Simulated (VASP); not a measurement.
# AgCl (Fm-3m) in VASP: settings compared, part 2 of 2

VASP 6.6.1. Earlier steps stand in the parts before.

### Step 5. Single point, r2SCAN

File POSCAR:

```
AgCl
1.0
    0.0000000000      2.7731838115      2.7731838115
    2.7731838115      0.0000000000      2.7731838115
    2.7731838115      2.7731838115      0.0000000000
Ag Cl
1 1
Direct
    0.0000000000      0.0000000000      0.0000000000
    0.5000000000      0.5000000000      0.5000000000
```

File INCAR.step1:

```
PREC     = Accurate       # precision mode
ENCUT    = 520            # plane-wave cutoff, eV
ISMEAR   = 0              # smearing method
SIGMA    = 0.01           # smearing width, eV
LREAL    = F              # projectors in reciprocal space
LASPH    = T              # aspherical terms in the spheres
NELM     = 60             # most SCF steps
NBANDS   = 16             # bands
GGA      = PE             # functional
ALGO     = Normal         # electronic algorithm
EDIFF    = 1E-4           # SCF threshold, eV
LWAVE    = T              # write WAVECAR
LCHARG   = F              # write CHGCAR
```

File INCAR.step2:

```
PREC     = Accurate       # precision mode
ENCUT    = 520            # plane-wave cutoff, eV
EDIFF    = 1E-7           # SCF threshold, eV
ISMEAR   = 0              # smearing method
SIGMA    = 0.01           # smearing width, eV
LREAL    = F              # projectors in reciprocal space
LASPH    = T              # aspherical terms in the spheres
NELM     = 60             # most SCF steps
ALGO     = Normal         # electronic algorithm
ISIF     = 2              # what is computed and relaxed
LWAVE    = F              # write WAVECAR
LCHARG   = F              # write CHGCAR
METAGGA  = R2SCAN         # meta-GGA
LMIXTAU  = T            
NBANDS   = 16             # bands
ISTART   = 1
```

File KPOINTS:

```
regular mesh
0
Gamma
  8 8 8
```

Potentials or basis: VASP PAW PBE potentials, release 64 (Ag, Cl).

The run is started by

```console
$ cat potpaw_PBE.64/Ag/POTCAR potpaw_PBE.64/Cl/POTCAR > POTCAR
$ cp INCAR.step1 INCAR
$ mpirun -np 1 vasp_std > vasp.out
$ cp INCAR.step2 INCAR
$ mpirun -np 1 vasp_std > vasp.out
```

OUTCAR:

```text
PREC = Accurate
   ENCUT = 520
   EDIFF = 1E-7
   ISMEAR = 0
   LREAL = F
   LASPH = T
   NELM = 60
   ISIF = 2
   METAGGA = R2SCAN
   ISTART = 1

 ion  position               nearest neighbor table
   1  0.000  0.000  0.000-   2 2.77   2 2.77   2 2.77   2 2.77   2 2.77   2 2.77
   2  0.500  0.500  0.500-   1 2.77   1 2.77   1 2.77   1 2.77   1 2.77   1 2.77

  LATTYP: Found a face centered cubic cell.
 ALAT       =     5.5463676230

  Lattice vectors:

 A1 = (   0.0000000000,   2.7731838115,   2.7731838115)
 A2 = (   2.7731838115,   0.0000000000,   2.7731838115)
 A3 = (   2.7731838115,   2.7731838115,   0.0000000000)

Analysis of symmetry for initial positions (statically):
=====================================================================
 Subroutine PRICEL returns:
 Original cell was already a primitive cell.

 Routine SETGRP: Setting up the symmetry group for a
 face centered cubic supercell.

 Subroutine GETGRP returns: Found 48 space group operations
 (whereof 48 operations were pure point group operations)
 out of a pool of 48 trial point group operations.

[... 161 lines left out ...]
  energy without entropy =      -28.64321797  energy(sigma->0) =      -28.64321797

 E-fermi :   3.6657     XC(G=0): -10.5078

 val. band max:        3.5362767191   @ k =   0.5000   0.0000   0.0000
 cond. band min:       4.9589144417   @ k =   0.0000   0.0000   0.0000
 fundamental gap:      1.4226377225
 Fermi energy:         3.6656733087

 k-point     1 :       0.0000    0.0000    0.0000
  band No.  band energies     occupation
      1     -12.2767      2.00000
      2       1.0916      2.00000
      3       1.0916      2.00000
      4       1.0916      2.00000
      5       1.1044      2.00000
      6       1.1044      2.00000
[... 433 lines left out ...]
      3      -0.6618      2.00000
      4      -0.6175      2.00000
      5       1.4026      2.00000
      6       1.4675      2.00000
[... 8 lines left out ...]
     15      17.7549      0.00000
     16      19.2258      0.00000

 [... further k-points ...]

------------------------ aborting loop because EDIFF is reached ----------------------------------------

  FORCE on cell =-STRESS in cart. coord.  units (eV):
  Direction    XX          YY          ZZ          XY          YZ          ZX
  --------------------------------------------------------------------------------------
  -------------------------------------------------------------------------------------
  Total       -0.0300090     -0.0300090     -0.0300090     -0.0000000      0.0000000     -0.0000000
  in kB       -1.1271880     -1.1271880     -1.1271880     -0.0000000      0.0000000     -0.0000000
  external PRESSURE =      -1.1271880 kB  Pullay stress =       0.0000000 kB

 VOLUME and BASIS-vectors are now :
 -----------------------------------------------------------------------------
  energy-cutoff  :      520.00
  volume of cell :       42.65
      direct lattice vectors                 reciprocal lattice vectors
     0.000000000  2.773183812  2.773183812    -0.180298182  0.180298182  0.180298182
     2.773183812  0.000000000  2.773183812     0.180298182 -0.180298182  0.180298182
     2.773183812  2.773183812  0.000000000     0.180298182  0.180298182 -0.180298182

 POSITION                                       TOTAL-FORCE (eV/Angst)
 -----------------------------------------------------------------------------------
      0.00000      0.00000      0.00000        -0.000000     -0.000000     -0.000000
      2.77318      2.77318      2.77318         0.000000      0.000000      0.000000
 -----------------------------------------------------------------------------------
    total drift:                               -0.000000      0.000000      0.000000

  FREE ENERGIE OF THE ION-ELECTRON SYSTEM (eV)
  ---------------------------------------------------
  free  energy   TOTEN  =       -28.6432179677 eV

  energy  without entropy=      -28.6432179677  energy(sigma->0) =      -28.64321797
```

It took 3.1 min on 1 thread of Intel Xeon 8259CL, shared host; peak memory 0.18 GiB.

Results:

| Quantity | Value |
| --- | --- |
| Free energy | -28.6432 eV |
| Pressure | -0.1 GPa |
| Band gap on the k mesh | 1.42 eV (least direct gap 3.70 eV) |

Levels at points of the mesh, in eV from the valence-band top:
| k point | band 7 | band 8 | band 9 | band 10 | band 11 | band 12 |
| --- | --- | --- | --- | --- | --- | --- |
| (0.00, 0.00, 0.00) | -2.43 | -2.38 | -2.38 | 1.42 | 11.34 | 11.34 |
| (0.50, 0.00, 0.00) | -1.75 | 0.00 | 0.00 | 4.71 | 7.16 | 8.27 |
| (0.50, 0.50, 0.00) | -1.95 | -1.95 | -1.84 | 2.93 | 8.35 | 9.24 |

Caveat: the PAW data sets were made with another functional, which shifts forces and pressure a little. A k mesh can miss the band edges.

### Step 6. Overview

| level | cell | smearing | gap on the mesh (eV) | pressure (GPa) |
| --- | --- | --- | --- | --- |
| PBE | a = 3.922 Å, angles 60.0°, 2 atoms | fermi-dirac 0.02 eV | 0.91 | 1.5 |
| PBE | a = 3.968 Å, angles 60.0°, 2 atoms | fermi-dirac 0.02 eV | 0.92 | -0.1 |
| r2SCAN | a = 3.922 Å, angles 60.0°, 2 atoms | fermi-dirac 0.02 eV | 1.42 | -0.1 |
| r2SCAN | a = 3.922 Å, angles 60.0°, 2 atoms | gaussian 0.01 eV | 1.42 | -0.1 |

Alike in all rows: task single point; potentials or basis VASP PAW PBE potentials, release 64 (Ag, Cl); no spin polarisation; k mesh 8 × 8 × 8; cutoff (eV) 520.

On the cell as given the gap runs from 0.91 eV (PBE) to 1.42 eV (r2SCAN). The pressure there spans -0.1 GPa (r2SCAN) to 1.5 GPa (PBE); a positive pressure means that this level wants a larger cell, a negative one a smaller.

Caveats: the PAW data sets were made with another functional, which shifts forces and pressure a little (at least some runs).

Total energies depend on the potentials used, so only differences within one code and one set of settings carry meaning.
